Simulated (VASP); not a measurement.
Here is a VASP 6.6.1 calculation.

File INCAR:

```
  PREC = Accurate
  ENCUT = 520
  EDIFF = 1E-7
  ISMEAR = -1
  SIGMA = 0.02
  LREAL = False
  LASPH = True
  NELM = 100
  ALGO = Normal
  ISIF = 2
  LWAVE = False
  LCHARG = True
  GGA = PE
  LELF = True
  LVHAR = True
  NBANDS = 32
```

File KPOINTS:

```
regular mesh
0
Gamma
  8 8 8
```

File POSCAR:

```
Bi2Se3
1.0
    2.0711835690      1.1957983911     10.1444888653
   -2.0711835690      1.1957983911     10.1444888653
    0.0000000000     -2.3915967823     10.1444888653
Bi Se
2 3
Direct
    0.3974235908      0.3974235908      0.3974235908
    0.6025764092      0.6025764092      0.6025764092
    0.2178564926      0.2178564926      0.2178564926
    0.7821435074      0.7821435074      0.7821435074
    0.0000000000      0.0000000000      0.0000000000
```

Potentials or basis: VASP PAW PBE potentials, release 64 (Bi_d, Se).

Command:

```sh
$ cat potpaw_PBE.64/Bi_d/POTCAR potpaw_PBE.64/Se/POTCAR > POTCAR
$ mpirun -np 1 vasp_std > vasp.out
```

Q: What does it give for the largest force?

A: 0.158 eV/Å.

Q: What does it give for the pressure?

A: 1.4 GPa.

Forces on the atoms (eV/Å):
```
Bi   0.000  0.000 -0.094
Bi   0.000  0.000  0.094
Se   0.000  0.000 -0.158
Se   0.000  0.000  0.158
Se   0.000  0.000  0.000
```

Caveat: the cell differs from its parent crystal (uniaxial z strain +4.0%).
